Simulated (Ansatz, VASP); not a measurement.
**Two plane-wave programs on CoSi2**

```
CELL_PARAMETERS angstrom
0.00000 2.65625 2.65625
2.65625 0.00000 2.65625
2.65625 2.65625 0.00000
ATOMIC_POSITIONS crystal
Co 0.00000 0.00000 0.97146
Si 0.25000 0.25000 0.27995
Si 0.75000 0.75000 0.77995
```

Change from the starting cell: mode 7 (343.1 1/cm) frozen in, largest displacement +0.113 Å.

Alike in both runs: task single point; functional PBEsol; k mesh 16 × 16 × 16; occupations gaussian, width 0.15 eV; no spin polarisation.

|  | VASP | Ansatz |
| --- | --- | --- |
| version | VASP 6.6.1 | Ansatz 0.2.0 |
| potentials or method | VASP PAW PBE potentials, release 64 (Co, Si), cutoff 520 eV | scalar-relativistic, plane waves, PAW |
| valence electrons in the cell | 17 | 25 |

```csv
,VASP,Ansatz,Ansatz less VASP
gap on the k mesh at the Fermi level (eV),none,none,-
pressure (GPa),4.4,4.2,-0.16
"traceless stress, the component that is largest in VASP (GPa)",4.49,4.42,-0.075
rms of the force components (eV/Å),1.243,1.225,-0.0182
```

VASP's potentials were made for PBE, not for PBEsol. Atom by atom the forces differ by 0.018 eV/Å (rms over components). A gap of «none» marks a metal or a gap that the smearing closes. VASP's potentials hold 17 valence electrons a cell and Ansatz's 25, so a difference there can come from the potentials and not from the codes.
